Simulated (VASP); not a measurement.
# BePt: single point with PBE

Crystal: BePt.

```
Be Pt
1.0
     0.00000    2.28249    2.28249
     2.28249    0.00000    2.28249
     2.28249    2.28249    0.00000
Be Pt
1 1
Direct
  0.00000 0.00000 0.00000
  0.50000 0.50000 0.50000
```

```json
{"Program": "VASP 6.6.1", "Task": "single point", "Functional": "PBE", "Potentials or basis": "VASP PAW PBE potentials, release 64 (Be, Pt)", "Cutoff": "520 eV", "k mesh": "11 × 11 × 11", "Occupations": "fermi-dirac, width 0.1 eV", "Spin": "non-collinear spin, zero start, spin-orbit coupling", "Starting moments": "[[0.0, 0.0, 0.0], [0.0, 0.0, 0.0]] μB", "Dipole correction": "no", "Further INCAR settings": "ALGO = Normal; EDIFF = 1e-07; NBANDS = 24"}
```

```yaml
Pressure: 11.8 GPa
Net_moment: 0.00 μB per cell
Valence_electrons_inside_the_program's_atomic_spheres: Be 1.16; Pt 9.49
```

Moments on the atoms (μB; x, y, z):
```
Be  0.00 0.00 0.00
Pt  0.00 0.00 0.00
```

Wall time 50 s on 1 thread of Intel(R) Xeon(R) Platinum 8259CL CPU @ 2.50GHz (Skylake/Cascade Lake), with other jobs on the host, peak memory 0.22 GiB.
